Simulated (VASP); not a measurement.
Set up this calculation in VASP 6.6.1, as the native input.

| Item | Value |
| --- | --- |
| Task | single point |
| Functional | r2SCAN |
| Potentials or basis | VASP PAW PBE potentials, release 64 (Pb_d, S) |
| Cutoff | 550 eV |
| k mesh | 8 × 8 × 8 |
| Occupations | gaussian, width 0.05 eV |
| Spin | no spin polarisation |
| Dipole correction | no |
| Further INCAR settings | ALGO = Normal; EDIFF = 1e-06; NBANDS = 17 |

The system is PbS.

```
Pb S
1.0
     0.00000    2.96500    3.11325
     2.96500    0.00000    3.11325
     2.96500    2.96500    0.00000
Pb S
1 1
Direct
  0.00000 0.00000 0.00000
  0.50000 0.50000 0.50000
```

This cell differs from its parent crystal: strain +0.000 along x and y, +0.050 along z.

The input as run:

POSCAR

```
PbS
1.0
    0.0000000000      2.9650000000      3.1132500000
    2.9650000000      0.0000000000      3.1132500000
    2.9650000000      2.9650000000      0.0000000000
Pb S
1 1
Direct
    0.0000000000      0.0000000000      0.0000000000
    0.5000000000      0.5000000000      0.5000000000
```

INCAR.step1

```
SYSTEM = PbS
  PREC = Accurate
  ENCUT = 550
  ISMEAR = 0
  SIGMA = 0.05
  LREAL = .FALSE.
  LASPH = .TRUE.
  NELM = 120
  NBANDS = 17
  GGA = PE
  ALGO = Normal
  EDIFF = 1E-5
  LWAVE = .TRUE.
  LCHARG = .FALSE.
  GGA_COMPAT = .FALSE.
```

INCAR.step2

```
SYSTEM = PbS
  PREC = Accurate
  ENCUT = 550
  EDIFF = 1E-6
  ISMEAR = 0
  SIGMA = 0.05
  LREAL = .FALSE.
  LASPH = .TRUE.
  NELM = 120
  ALGO = Normal
  ISIF = 2
  LWAVE = .FALSE.
  LCHARG = .FALSE.
  METAGGA = R2SCAN
  LMIXTAU = .TRUE.
  NBANDS = 17
  ISTART = 1
  GGA_COMPAT = .FALSE.
```

KPOINTS

```
regular mesh
0
G
  8 8 8
  0 0 0
```

Potentials or basis: VASP PAW PBE potentials, release 64 (Pb_d, S).

Command:

```console
$ cat potpaw_PBE.64/Pb_d/POTCAR potpaw_PBE.64/S/POTCAR > POTCAR
$ cp INCAR.step1 INCAR
$ mpirun -np 1 vasp_std > vasp.out
$ cp INCAR.step2 INCAR
$ mpirun -np 1 vasp_std > vasp.out
```

It gave:

```
Pressure               : -1.1 GPa
Band gap on the k mesh : 0.73 eV
```

Caveat: the cell differs from its parent crystal (strain +0.000 along x and y, +0.050 along z); the PAW data sets were made with another functional, which shifts forces and pressure a little; spin-orbit coupling is left out, which moves the levels of the heavy elements.

It took 3.1 min on 1 thread of AMD EPYC 9R45 96-Core Processor (Zen 5), with other jobs on the host, peak memory 0.21 GiB.
